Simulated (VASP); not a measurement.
HfS2, 3 atoms in the cell. Symmetry: P-3m1, No. 164, trigonal system. The conventional cell has a = 3.547 Å, b = 3.547 Å, c = 5.578 Å, α = 90.00°, β = 90.00°, γ = 120.00°. Within 3.3 Å of Hf (site symmetry -3m) lie 6 S at 2.52 Å. Within 3.3 Å of S (site symmetry 3m) lie 3 Hf at 2.52 Å. 

- Program: VASP 6.6.1
- Task: single point
- Functional: PBEsol
- Dispersion: D3(BJ)
- Potentials or basis: VASP PAW PBE potentials, release 64 (Hf_pv, S)
- Cutoff: 500 eV
- k mesh: 12 × 12 × 6
- Occupations: gaussian, width 0.02 eV
- Spin: no spin polarisation
- Dipole correction: no
- Further INCAR settings: ALGO = Normal; EDIFF = 1e-06; NBANDS = 18

Potentials or basis: VASP PAW PBE potentials, release 64 (Hf_pv, S).

The run is started by

```bash
$ cat potpaw_PBE.64/Hf_pv/POTCAR potpaw_PBE.64/S/POTCAR > POTCAR
$ mpirun -np 1 vasp_std > vasp.out
```

Hardware: 1 thread of Intel Xeon 6975P-C, on a shared host.

Question: How long does it take, and how much memory?

Answer: Run time: 78 s on 1 thread of Intel Xeon 6975P-C, with other jobs on the host, peak memory 0.25 GiB. Counts: scf iterations 14, k points 100.
